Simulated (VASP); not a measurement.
# CaBr (P-6m2) in VASP: notebook, part 2 of 2

VASP 6.6.1.

### Step 3. Single point, PBE

This run uses another cell than the first one, of the same volume but with other edges.

INCAR

```
SYSTEM = CaBr
  ALGO = Normal
  EDIFF = 1E-7
  ENCUT = 520
  GGA = PE
  ISIF = 2
  ISMEAR = 0
  LASPH = .TRUE.
  LCHARG = .FALSE.
  LREAL = .FALSE.
  LWAVE = .FALSE.
  NBANDS = 16
  NELM = 100
  PREC = Accurate
  SIGMA = 0.15
```

KPOINTS

```
k-points
0
G
  15 15 12
  0 0 0
```

POSCAR

```
CaBr
1.0
    3.6860591872      0.0000000000      0.0000000000
   -1.8430295936      3.1922208960      0.0000000000
    0.0000000000      0.0000000000      4.9020832759
Ca Br
1 1
Direct
    0.0000000000      0.0000000000      0.0000000000
    0.3333333333      0.6666666667      0.5000000000
```

Potentials or basis: VASP PAW PBE potentials, release 64 (Ca_sv, Br).

Run with:

```sh
cat potpaw_PBE.64/Ca_sv/POTCAR potpaw_PBE.64/Br/POTCAR > POTCAR
mpirun -np 1 vasp_std > vasp.out
```

OUTCAR:

```text
SYSTEM = CaBr
   EDIFF = 1E-7
   ENCUT = 520
   GGA = PE
   ISIF = 2
   ISMEAR = 0
   LASPH = .TRUE.
   LREAL = .FALSE.
   NELM = 100
   PREC = Accurate

 ion  position               nearest neighbor table
   1  0.000  0.000  0.000-
   2  0.333  0.667  0.500-

  LATTYP: Found a hexagonal cell.
 ALAT       =     3.6860591872
 C/A-ratio  =     1.3298981451

  Lattice vectors:

 A1 = (   3.6860591872,   0.0000000000,   0.0000000000)
 A2 = (  -1.8430295936,   3.1922208960,   0.0000000000)
 A3 = (   0.0000000000,   0.0000000000,   4.9020832759)

Analysis of symmetry for initial positions (statically):
=====================================================================
 Subroutine PRICEL returns:
 Original cell was already a primitive cell.

 Routine SETGRP: Setting up the symmetry group for a
 hexagonal supercell.

 Subroutine GETGRP returns: Found 12 space group operations
 (whereof 12 operations were pure point group operations)
 out of a pool of 24 trial point group operations.

The static configuration has the point symmetry D_3h.

Analysis of symmetry for dynamics (positions and initial velocities):
=====================================================================
 Subroutine PRICEL returns:
 Original cell was already a primitive cell.

 Routine SETGRP: Setting up the symmetry group for a
 hexagonal supercell.

 Subroutine GETGRP returns: Found 12 space group operations
 (whereof 12 operations were pure point group operations)
 out of a pool of 24 trial point group operations.

The dynamic configuration has the point symmetry D_3h.

 Subroutine INISYM returns: Found 12 space group operations
 (whereof 12 operations are pure point group operations),
 and found     1 'primitive' translations

----------------------------------------------------------------------------------------

                                     Primitive cell

  volume of cell :      57.6814

  direct lattice vectors                    reciprocal lattice vectors
     3.686059187  0.000000000  0.000000000     0.271292442  0.156630765  0.000000000
    -1.843029594  3.192220896  0.000000000     0.000000000  0.313261529  0.000000000
     0.000000000  0.000000000  4.902083276     0.000000000  0.000000000  0.203994903

  length of vectors
     3.686059187  3.686059187  4.902083276     0.313261529  0.313261529  0.203994903

  position of ions in fractional coordinates (direct lattice)
     0.000000000  0.000000000  0.000000000
     0.333333333  0.666666667  0.500000000

  ion indices of the primitive-cell ions
   primitive index   ion index
                 1           1
                 2           2

----------------------------------------------------------------------------------------

 KPOINTS: k-points

Automatic generation of k-mesh.
 Grid dimensions read from file:
 generate k-points for:   15   15   12

 Generating k-lattice:

  Cartesian coordinates                     Fractional coordinates (reciprocal lattice)
     0.018086163  0.010442051  0.000000000     0.066666667  0.000000000  0.000000000
     0.000000000  0.020884102  0.000000000     0.000000000  0.066666667  0.000000000
     0.000000000  0.000000000  0.016999575     0.000000000  0.000000000  0.083333333

  Length of vectors
     0.020884102  0.020884102  0.016999575

  Shift w.r.t. Gamma in fractional coordinates (k-lattice)
     0.000000000  0.000000000  0.000000000

 Subroutine IBZKPT returns following result:
 ===========================================

 Found    189 irreducible k-points:

 Following reciprocal coordinates:
            Coordinates               Weight
  0.000000  0.000000  0.000000      1.000000
  0.066667  0.000000  0.000000      6.000000
  0.133333  0.000000  0.000000      6.000000
  0.200000  0.000000  0.000000      6.000000
  0.266667  0.000000  0.000000      6.000000
  0.333333  0.000000  0.000000      6.000000
[... 16 lines left out ...]
  0.333333  0.200000  0.000000     12.000000
  0.400000  0.200000  0.000000      6.000000
 [... further k-points ...]
   k-points           NKPTS =    189   k-points in BZ     NKDIM =    189   number of bands    NBANDS=     16
   number of dos      NEDOS =    301   number of ions     NIONS =      2
   total plane-waves  NPLWV =  28224
   dimension x,y,z NGX =    28 NGY =   28 NGZ =   36
   dimension x,y,z NGXF=    56 NGYF=   56 NGZF=   72
   ions per type =               1   1
   NGX,Y,Z   is equivalent  to a cutoff of  12.63, 12.63, 12.21 a.u.
   NGXF,Y,Z  is equivalent  to a cutoff of  25.26, 25.26, 24.42 a.u.
 SYSTEM =  CaBr
   PREC   = accura    normal or accurate (medium, high low for compatibility)
   ISTART =      0    job   : 0-new  1-cont  2-samecut
   ICHARG =      2    charge: 1-file 2-atom 10-const
   ISPIN  =      1    spin polarized calculation?
   LNONCOLLINEAR =      F non collinear calculations
   LSORBIT =      F    spin-orbit coupling
   LASPH  =      T    aspherical Exc in radial PAW
   ENCUT  =  520.0 eV  38.22 Ry    6.18 a.u.   6.85  6.85  9.11*2*pi/ulx,y,z
   NELM   =    100;   NELMIN=  2; NELMDL= -5     # of ELM steps
   EDIFF  = 0.1E-06   stopping-criterion for ELM
   LREAL  =      F    real-space projection
   EDIFFG = 0.1E-05   stopping-criterion for IOM
   NSW    =      0    number of steps for IOM
   IBRION =     -1    ionic relax: 0-MD 1-quasi-New 2-CG
   NFREE  =      0    steps in history (QN), initial steepest desc. (CG)
   ISIF   =      2    stress and relaxation
   ISYM   =      2    0-nonsym 1-usesym 2-fastsym
   POTIM  = 0.5000    time-step for ionic-motion
   TEBEG  =    0.0;   TEEND  =   0.0 temperature during run
   PSTRESS=    0.0 pullay stress
   NELECT =      17.0000    total number of electrons
   NUPDOWN=      -1.0000    fix difference up-down
   EMIN   =  10.00;   EMAX   =-10.00  energy-range for DOS
   EFERMI =   0.00;   METHOD = LEGACY
   ISMEAR =     0;   SIGMA  =   0.15  broadening in eV -4-tet -1-fermi 0-gaus
   EFERMI_NEDOS =   21; number of points for ismear=-14 and -15
   IALGO  =     38    algorithm
   IMIX   =      4    mixing-type and parameters
     AMIX     =   0.40;   BMIX     =  1.00
     AMIX_MAG =   1.60;   BMIX_MAG =  1.00
  volume/ion in A,a.u.               =      28.84       194.63
  Fermi-wavevector in a.u.,A,eV,Ry     =   1.089463  2.058787 16.149159  1.186930
  Thomas-Fermi vector in A             =   2.225667
   LORBIT       =      0    0 simple, 1 ext, 2 COOP (PROOUT), +10 PAW based schemes
   GGA     = PE    functional components
   LHFCALC =     F    Hartree Fock is set to
   AEXX    =    0.0000 exact exchange contribution
   IVDW    =     0    specifies the selected vdW correction
   LEPSILON=     F    determine dielectric tensor
   LRPA    =     F    only Hartree local field effects (RPA)
 non-spin polarized calculation
 Gauss-broadening in eV      SIGMA  =   0.15
  energy-cutoff  :      520.00
  volume of cell :       57.68
 maximum number of plane-waves:      1572
 NGX is ok and might be reduce to    28

 number of electron      17.0000001 magnetization

 Free energy of the ion-electron system (eV)
  ---------------------------------------------------
  ext. energy  EPLUGINS =         0.00000000
  ---------------------------------------------------
  free energy    TOTEN  =        -5.87874402 eV

  energy without entropy =       -5.84903033  energy(sigma->0) =       -5.86388717

 E-fermi :   4.1542     XC(G=0):  -8.8282

 val. band max:        4.1491769545   @ k =   0.3333   0.1333   0.4167
 cond. band min:       4.1629270095   @ k =   0.0667   0.0667   0.4167
 fundamental gap:      0.0137500550
 Fermi energy:         4.1541655451

 k-point     1 :       0.0000    0.0000    0.0000
  band No.  band energies     occupation
      1     -38.0469      2.00000
      2     -19.0640      2.00000
      3     -18.9640      2.00000
      4     -18.9640      2.00000
      5     -12.6311      2.00000
      6      -1.1387      2.00000
[... 8 lines left out ...]
     15      10.4583      0.00000
     16      11.8985      0.00000

 k-point     2 :       0.0667    0.0000    0.0000
  band No.  band energies     occupation
      1     -38.0460      2.00000
      2     -19.0626      2.00000
      3     -18.9731      2.00000
      4     -18.9660      2.00000
      5     -12.6098      2.00000
      6      -1.1256      2.00000
[... 8 lines left out ...]
     15      10.5174      0.00000
     16      11.6380      0.00000
[... 387 lines left out ...]
      5     -12.0699      2.00000
      6      -1.6398      2.00000
[... 8 lines left out ...]
     15       9.9623      0.00000
     16      10.2030      0.00000

 k-point    24 :       0.4000    0.2000    0.0000
  band No.  band energies     occupation
      1     -38.0248      2.00000
      2     -19.1450      2.00000
      3     -19.0560      2.00000
      4     -19.0281      2.00000
      5     -12.0492      2.00000
      6      -1.6883      2.00000
[... 8 lines left out ...]
     15       9.9482      0.00000
     16       9.9549      0.00000

 [... further k-points ...]
[... 5 lines left out ...]
  --------------------------------------------------------------------------------------
  -------------------------------------------------------------------------------------
  Total        1.3940814      1.3940814     -1.8528679      0.0000000     -0.0000000     -0.0000000
  in kB       38.7224461     38.7224461    -51.4658461      0.0000000     -0.0000000     -0.0000000
  external PRESSURE =       8.6596821 kB  Pullay stress =       0.0000000 kB

 VOLUME and BASIS-vectors are now :
 -----------------------------------------------------------------------------
  energy-cutoff  :      520.00
  volume of cell :       57.68
      direct lattice vectors                 reciprocal lattice vectors
     3.686059187  0.000000000  0.000000000     0.271292442  0.156630765  0.000000000
    -1.843029594  3.192220896  0.000000000     0.000000000  0.313261529  0.000000000
     0.000000000  0.000000000  4.902083276     0.000000000  0.000000000  0.203994903

 POSITION                                       TOTAL-FORCE (eV/Angst)
 -----------------------------------------------------------------------------------
      0.00000      0.00000      0.00000         0.000000      0.000000      0.000000
     -0.00000      2.12815      2.45104        -0.000000     -0.000000      0.000000
 -----------------------------------------------------------------------------------
    total drift:                                0.000000     -0.000000     -0.000000

  FREE ENERGIE OF THE ION-ELECTRON SYSTEM (eV)
  ---------------------------------------------------
  free  energy   TOTEN  =        -5.8787440166 eV

  energy  without entropy=       -5.8490303323  energy(sigma->0) =       -5.86388717
```

OSZICAR:

```text
N       E                     dE             d eps       ncg     rms          rms(c)
DAV:   1     0.121334173842E+03    0.12133E+03   -0.76194E+03  6048   0.938E+02
DAV:   2    -0.104265752226E+00   -0.12144E+03   -0.11551E+03  7672   0.240E+02
DAV:   3    -0.567411803995E+01   -0.55699E+01   -0.55099E+01  8192   0.493E+01
DAV:   4    -0.589444195903E+01   -0.22032E+00   -0.22012E+00  8496   0.858E+00
DAV:   5    -0.589590041728E+01   -0.14585E-02   -0.14580E-02  8136   0.741E-01    0.433E+00
DAV:   6    -0.587492522293E+01    0.20975E-01   -0.40406E-02  7168   0.157E+00    0.262E+00
DAV:   7    -0.587901252734E+01   -0.40873E-02   -0.53555E-02  7496   0.195E+00    0.220E-01
DAV:   8    -0.587859390491E+01    0.41862E-03   -0.42834E-03  6408   0.520E-01    0.595E-02
DAV:   9    -0.587872134506E+01   -0.12744E-03   -0.18541E-04  8320   0.915E-02    0.166E-02
DAV:  10    -0.587874325655E+01   -0.21911E-04   -0.37117E-05  6184   0.492E-02    0.505E-03
DAV:  11    -0.587874425608E+01   -0.99952E-06   -0.17246E-06  8408   0.926E-03    0.164E-03
DAV:  12    -0.587874410008E+01    0.15600E-06   -0.94995E-08  6152   0.210E-03    0.591E-04
DAV:  13    -0.587874401658E+01    0.83497E-07   -0.26332E-08  3416   0.106E-03
   1 F= -.58787440E+01 E0= -.58638872E+01  d E =-.297137E-01
```

Wall time 97 s (1 thread of AMD EPYC 7R13 (Zen 3), shared host); peak memory 0.28 GiB.

What came out:

| Property | Result |
| --- | --- |
| Free energy | -5.8787 eV |
| Pressure | 0.9 GPa |

Stress tensor (GPa, compression positive):
```
 3.87  0.00  0.00
 0.00  3.87  0.00
 0.00  0.00 -5.15
```

Caveat: an odd number of electrons without spin polarisation forces a metal; a magnetic or distorted state may lie lower.

### Step 4. Single point, PBE

This run uses another cell than the first one, of the same volume but with other edges.

INCAR

```
SYSTEM = CaBr
  PREC = Accurate
  ENCUT = 520
  EDIFF = 1E-6
  ISMEAR = 0
  SIGMA = 0.15
  LREAL = .False.
  LASPH = .True.
  NELM = 80
  ALGO = Normal
  ISIF = 2
  LWAVE = .False.
  LCHARG = .False.
  GGA = PE
  NBANDS = 16
```

KPOINTS

```
Automatic mesh
0
Gamma
  15 15 12
  0 0 0
```

POSCAR

```
CaBr
1.0
    4.0274186544      0.0000000000      0.0000000000
   -2.0137093272      3.4878468664      0.0000000000
    0.0000000000      0.0000000000      4.1063100586
Ca Br
1 1
Direct
    0.0000000000      0.0000000000      0.0000000000
    0.3333333333      0.6666666667      0.5000000000
```

Run with:

```sh
cat potpaw_PBE.64/Ca_sv/POTCAR potpaw_PBE.64/Br/POTCAR > POTCAR
mpirun -np 1 vasp_std > vasp.out
```

Run time: 83 s. Hardware: 1 thread of AMD EPYC 7R13 (Zen 3), shared host; peak memory 0.28 GiB.

Results (log left out):

```
Free energy : -6.0106 eV
Pressure    : 0.3 GPa
```

Stress tensor (GPa, compression positive):
```
-0.82  0.00  0.00
 0.00 -0.82  0.00
 0.00  0.00  2.45
```

Levels at points of the mesh, in eV from the Fermi level:
```tsv
k point	band 7	band 8	band 9	band 10	band 11	band 12
(0.00, 0.00, 0.00)	-5.09	-5.09	-1.64	0.04	2.28	2.28
(0.00, 0.00, 0.50)	-4.97	-4.97	1.38	1.43	1.43	1.71
```

Caveat: an odd number of electrons without spin polarisation forces a metal; a magnetic or distorted state may lie lower.

### Step 5. The runs side by side

| cell | gap on the mesh (eV) | pressure (GPa) |
| --- | --- | --- |
| a = 4.135, b = 4.135, c = 3.895 Å, angles 90.0, 90.0, 120.0°, 2 atoms | none | 0.3 |
| a = 3.686, b = 3.686, c = 4.902 Å, angles 90.0, 90.0, 120.0°, 2 atoms | none | 0.9 |
| a = 4.027, b = 4.027, c = 4.106 Å, angles 90.0, 90.0, 120.0°, 2 atoms | none | 0.3 |

Alike in all rows: task single point; level PBE; potentials or basis VASP PAW PBE potentials, release 64 (Ca_sv, Br); no spin polarisation; k mesh 15 × 15 × 12; cutoff (eV) 520; smearing gaussian 0.15 eV.

Caveats: an odd number of electrons without spin polarisation forces a metal; a magnetic or distorted state may lie lower.

Absolute energies hang on the potentials; compare differences alone.
